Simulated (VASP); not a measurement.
# B (P6/mmm) in VASP: a series of runs, part 2 of 2

VASP 6.6.1. The steps go on from the part before.

### 4 Single point, LDA

Input file INCAR:

```
PREC = Accurate
ENCUT = 520
EDIFF = 1E-6
ISMEAR = 1
SIGMA = 0.05
LREAL = False
LASPH = True
NELM = 80
ALGO = Normal
ISIF = 2
LWAVE = False
LCHARG = False
GGA = CA
NBANDS = 8
```

Input file KPOINTS:

```
Automatic mesh
0
Gamma
  11 11 5
```

Input file POSCAR:

```
B
1.0
    1.7024300000      0.0000000000      0.0000000000
   -0.8512200000      1.4743500000      0.0000000000
    0.0000000000      0.0000000000      3.6354200000
B
1
Direct
    0.0000000000      0.0000000000      0.0000000000
```

Potentials or basis: VASP PAW LDA potentials, release 64 (B).

The run is started by

```sh
$ cat potpaw_LDA.64/B/POTCAR > POTCAR
$ mpirun -np 1 vasp_std > vasp.out
```

OUTCAR:

```text
PREC = Accurate
   ENCUT = 520
   EDIFF = 1E-6
   ISMEAR = 1
   LREAL = False
   LASPH = True
   NELM = 80
   ISIF = 2
   GGA = CA

 ion  position               nearest neighbor table
   1  0.000  0.000  0.000-

  LATTYP: Found a hexagonal cell.
 ALAT       =     1.7024300000
 C/A-ratio  =     2.1354299443

  Lattice vectors:

 A1 = (   1.7024300000,   0.0000000000,   0.0000000000)
 A2 = (  -0.8512200000,   1.4743500000,   0.0000000000)
 A3 = (   0.0000000000,   0.0000000000,   3.6354200000)

Analysis of symmetry for initial positions (statically):
=====================================================================
 Subroutine PRICEL returns:
 Original cell was already a primitive cell.

 Routine SETGRP: Setting up the symmetry group for a
 hexagonal supercell.

 Subroutine GETGRP returns: Found 24 space group operations
 (whereof 24 operations were pure point group operations)
 out of a pool of 24 trial point group operations.

The static configuration has the point symmetry D_6h.

Analysis of symmetry for dynamics (positions and initial velocities):
=====================================================================
 Subroutine PRICEL returns:
 Original cell was already a primitive cell.

 Routine SETGRP: Setting up the symmetry group for a
 hexagonal supercell.

 Subroutine GETGRP returns: Found 24 space group operations
 (whereof 24 operations were pure point group operations)
 out of a pool of 24 trial point group operations.

The dynamic configuration has the point symmetry D_6h.

 Subroutine INISYM returns: Found 24 space group operations
 (whereof 24 operations are pure point group operations),
 and found     1 'primitive' translations

----------------------------------------------------------------------------------------

                                     Primitive cell

[... 103 lines left out ...]
   ISMEAR =     1;   SIGMA  =   0.05  broadening in eV -4-tet -1-fermi 0-gaus
   EFERMI_NEDOS =   21; number of points for ismear=-14 and -15
   IALGO  =     38    algorithm
   IMIX   =      4    mixing-type and parameters
     AMIX     =   0.40;   BMIX     =  1.00
     AMIX_MAG =   1.60;   BMIX_MAG =  1.00
  volume/ion in A,a.u.               =       9.12        61.58
  Fermi-wavevector in a.u.,A,eV,Ry     =   1.129901  2.135203 17.370238  1.276677
  Thomas-Fermi vector in A             =   2.266596
   LORBIT       =      0    0 simple, 1 ext, 2 COOP (PROOUT), +10 PAW based schemes
   GGA     = CA    functional components
   LHFCALC =     F    Hartree Fock is set to
   AEXX    =    0.0000 exact exchange contribution
   IVDW    =     0    specifies the selected vdW correction
   LEPSILON=     F    determine dielectric tensor
   LRPA    =     F    only Hartree local field effects (RPA)
 non-spin polarized calculation
 Methfessel and Paxton  Order N= 1 SIGMA  =   0.05
  energy-cutoff  :      520.00
  volume of cell :        9.12
 maximum number of plane-waves:       255
 NGX is ok and might be reduce to    14
   NGX =  7   NGY =  7   NGZ = 13

 number of electron       3.0000001 magnetization

 Free energy of the ion-electron system (eV)
  ---------------------------------------------------
  ext. energy  EPLUGINS =         0.00000000
  ---------------------------------------------------
  free energy    TOTEN  =        -6.77017893 eV

  energy without entropy =       -6.77011886  energy(sigma->0) =       -6.77015890

 E-fermi :   5.3813     XC(G=0): -10.3412

 val. band max:        5.3609313822   @ k =   0.3636   0.0000   0.4000
 cond. band min:       5.4302719792   @ k =   0.2727   0.0909   0.0000
 fundamental gap:      0.0693405970
 Fermi energy:         5.3812636371

 k-point     1 :       0.0000    0.0000    0.0000
  band No.  band energies     occupation
      1     -11.8195      2.00000
      2      -1.4495      2.00000
      3       7.4805      0.00000
      4      29.7061      0.00000
      5      29.7063      0.00000
      6      31.1128      0.00000
      7      37.2542      0.00000
      8      51.4698      0.00000
[... 243 lines left out ...]
 k-point    24 :       0.1818    0.0909    0.2000
  band No.  band energies     occupation
      1      -9.1399      2.00000
      2       1.5610      2.00000
      3      12.3135      0.00000
      4      20.2040      0.00000
      5      23.2064      0.00000
      6      30.1716      0.00000
      7      39.2094      0.00000
      8      43.3246      0.00000

 [... further k-points ...]
[... 5 lines left out ...]
  --------------------------------------------------------------------------------------
  -------------------------------------------------------------------------------------
  Total       -0.3004151     -0.3004160     -0.1860382      0.0000010      0.0000000      0.0000000
  in kB      -52.7482254    -52.7483951    -32.6654184      0.0001789      0.0000000      0.0000000
  external PRESSURE =     -46.0540129 kB  Pullay stress =       0.0000000 kB

 VOLUME and BASIS-vectors are now :
 -----------------------------------------------------------------------------
  energy-cutoff  :      520.00
  volume of cell :        9.12
      direct lattice vectors                 reciprocal lattice vectors
     1.702430000  0.000000000  0.000000000     0.587395664  0.339134491  0.000000000
    -0.851220000  1.474350000  0.000000000     0.000000000  0.678264998  0.000000000
     0.000000000  0.000000000  3.635420000     0.000000000  0.000000000  0.275071381

 POSITION                                       TOTAL-FORCE (eV/Angst)
 -----------------------------------------------------------------------------------
      0.00000      0.00000      0.00000        -0.000000      0.000000      0.000000
 -----------------------------------------------------------------------------------
    total drift:                                0.000000      0.000000     -0.000000

  FREE ENERGIE OF THE ION-ELECTRON SYSTEM (eV)
  ---------------------------------------------------
  free  energy   TOTEN  =        -6.7701789266 eV

  energy  without entropy=       -6.7701188581  energy(sigma->0) =       -6.77015890
```

OSZICAR:

```text
N       E                     dE             d eps       ncg     rms          rms(c)
DAV:   1    -0.385264631256E+01   -0.38526E+01   -0.15365E+03   832   0.287E+02
DAV:   2    -0.720652734847E+01   -0.33539E+01   -0.29877E+01  1040   0.403E+01
DAV:   3    -0.721381933605E+01   -0.72920E-02   -0.72864E-02   888   0.207E+00
DAV:   4    -0.721382205017E+01   -0.27141E-05   -0.27140E-05  1152   0.364E-02
DAV:   5    -0.721382205015E+01    0.21942E-10   -0.11199E-09   912   0.170E-04    0.270E+00
DAV:   6    -0.688566893870E+01    0.32815E+00   -0.30089E-01   808   0.208E+00    0.145E+00
DAV:   7    -0.677053416587E+01    0.11513E+00   -0.31580E-01   816   0.207E+00    0.279E-01
DAV:   8    -0.677020918590E+01    0.32498E-03   -0.16875E-03   896   0.220E-01    0.113E-01
DAV:   9    -0.677017819697E+01    0.30989E-04   -0.13355E-04   864   0.757E-02    0.105E-02
DAV:  10    -0.677017892661E+01   -0.72963E-06   -0.53560E-07   880   0.467E-03
   1 F= -.67701789E+01 E0= -.67701589E+01  d E =-.600685E-04
```

It used 5.4 s of CPU time on 1 thread of Intel Xeon 8259CL, with other jobs on the host.

Results:

* Free energy: -6.7702 eV
* Pressure: -4.6 GPa

Stress tensor (GPa, compression positive):
```
-5.27  0.00  0.00
 0.00 -5.27  0.00
 0.00  0.00 -3.27
```

Caveat: the k points lie up to 0.39 Å⁻¹ apart.

### 5 Single point, LDA

Input file INCAR:

```
SYSTEM = B
PREC = Accurate
ENCUT = 520
EDIFF = 1E-6
ISMEAR = 1
SIGMA = 0.05
LREAL = .False.
LASPH = .True.
NELM = 60
ALGO = Normal
ISIF = 2
LWAVE = .False.
LCHARG = .False.
NBANDS = 8
```

Input file KPOINTS:

```
Automatic mesh
0
Gamma
  15 15 6
  0 0 0
```

POSCAR is that of step 4.

Potentials or basis: VASP PAW LDA potentials, release 64 (B).

The run is started by

```sh
$ cat potpaw_LDA.64/B/POTCAR > POTCAR
$ mpirun -np 1 vasp_std > vasp.out
```

OUTCAR:

```text
SYSTEM = B
   PREC = Accurate
   ENCUT = 520
   EDIFF = 1E-6
   ISMEAR = 1
   LREAL = .False.
   LASPH = .True.
   NELM = 60
   ISIF = 2

 ion  position               nearest neighbor table
   1  0.000  0.000  0.000-

  LATTYP: Found a hexagonal cell.
 ALAT       =     1.7024300000
 C/A-ratio  =     2.1354299443

  Lattice vectors:

 A1 = (   1.7024300000,   0.0000000000,   0.0000000000)
 A2 = (  -0.8512200000,   1.4743500000,   0.0000000000)
[... 191 lines left out ...]
      8      51.5690      0.00000
[... 243 lines left out ...]
 k-point    24 :       0.4000    0.2000    0.0000
  band No.  band energies     occupation
      1      -1.5798      2.00000
      2       5.4123     -0.00000
      3      13.0057      0.00000
      4      15.5549      0.00000
      5      22.0284      0.00000
      6      25.1485      0.00000
      7      28.0368      0.00000
      8      33.1942      0.00000

 [... further k-points ...]
[... 5 lines left out ...]
  --------------------------------------------------------------------------------------
  -------------------------------------------------------------------------------------
  Total       -0.2211529     -0.2211536     -0.1442702      0.0000008     -0.0000000      0.0000000
  in kB      -38.8310165    -38.8311414    -25.3316082      0.0001317     -0.0000000      0.0000000
  external PRESSURE =     -34.3312553 kB  Pullay stress =       0.0000000 kB

 VOLUME and BASIS-vectors are now :
 -----------------------------------------------------------------------------
  energy-cutoff  :      520.00
  volume of cell :        9.12
      direct lattice vectors                 reciprocal lattice vectors
     1.702430000  0.000000000  0.000000000     0.587395664  0.339134491  0.000000000
    -0.851220000  1.474350000  0.000000000     0.000000000  0.678264998  0.000000000
     0.000000000  0.000000000  3.635420000     0.000000000  0.000000000  0.275071381

 POSITION                                       TOTAL-FORCE (eV/Angst)
 -----------------------------------------------------------------------------------
      0.00000      0.00000      0.00000         0.000000      0.000000      0.000000
 -----------------------------------------------------------------------------------
    total drift:                                0.000000      0.000000     -0.000000

  FREE ENERGIE OF THE ION-ELECTRON SYSTEM (eV)
  ---------------------------------------------------
  free  energy   TOTEN  =        -6.7553349633 eV

  energy  without entropy=       -6.7552598452  energy(sigma->0) =       -6.75530992
```

OSZICAR:

```text
N       E                     dE             d eps       ncg     rms          rms(c)
DAV:   1    -0.290273456159E+01   -0.29027E+01   -0.15350E+03  1832   0.287E+02
DAV:   2    -0.726747316455E+01   -0.43647E+01   -0.40997E+01  2384   0.470E+01
DAV:   3    -0.727861554794E+01   -0.11142E-01   -0.11142E-01  2000   0.254E+00
DAV:   4    -0.727861958509E+01   -0.40371E-05   -0.40375E-05  2688   0.431E-02
DAV:   5    -0.727861958526E+01   -0.17030E-09   -0.38155E-09  1960   0.224E-04    0.286E+00
DAV:   6    -0.689183833468E+01    0.38678E+00   -0.33939E-01  1808   0.221E+00    0.164E+00
DAV:   7    -0.676021139579E+01    0.13163E+00   -0.53278E-01  1864   0.268E+00    0.338E-01
DAV:   8    -0.675655782607E+01    0.36536E-02   -0.37429E-02  1816   0.760E-01    0.203E-01
DAV:   9    -0.675533377895E+01    0.12240E-02   -0.39970E-03  1864   0.238E-01    0.194E-02
DAV:  10    -0.675533810090E+01   -0.43220E-05   -0.20075E-05  1896   0.255E-02    0.727E-03
DAV:  11    -0.675533497155E+01    0.31294E-05   -0.12150E-05  1952   0.131E-02    0.982E-04
DAV:  12    -0.675533496331E+01    0.82316E-08   -0.28111E-08  1152   0.123E-03
   1 F= -.67553350E+01 E0= -.67553099E+01  d E =-.751181E-04
```

stdout:

```text
POSCAR found type information on POSCAR B
 POSCAR found :  1 types and       1 ions
 scaLAPACK will be used
 LDA part: xc-table for (Slater(with rela. corr.)+CA(PZ))
 , standard interpolation
 POSCAR, INCAR and KPOINTS ok, starting setup
 FFT: planning ... GRIDC
 FFT: planning ... GRID_SOFT
 FFT: planning ... GRID
 WAVECAR not read
 entering main loop
```

It used 12 s of CPU time on 1 thread of Intel Xeon 8259CL, with other jobs on the host.

What came out:

| Item | Value |
| --- | --- |
| Free energy | -6.7553 eV |
| Pressure | -3.4 GPa |

Stress tensor (GPa, compression positive):
```
-3.88  0.00  0.00
 0.00 -3.88  0.00
 0.00  0.00 -2.53
```

### 6 Overview

```csv
k mesh,gap on the mesh (eV),pressure (GPa)
5 × 5 × 2,none,6.6
8 × 8 × 3,none,-1.4
11 × 11 × 5,none,-4.6
15 × 15 × 6,none,-3.4
```

Alike in all rows: task single point; level LDA; potentials or basis VASP PAW LDA potentials, release 64 (B); no spin polarisation; cell as given; cutoff (eV) 520; smearing methfessel-paxton 0.05 eV.

Caveats: some runs use coarse meshes.

Absolute energies hang on the potentials; compare differences alone.
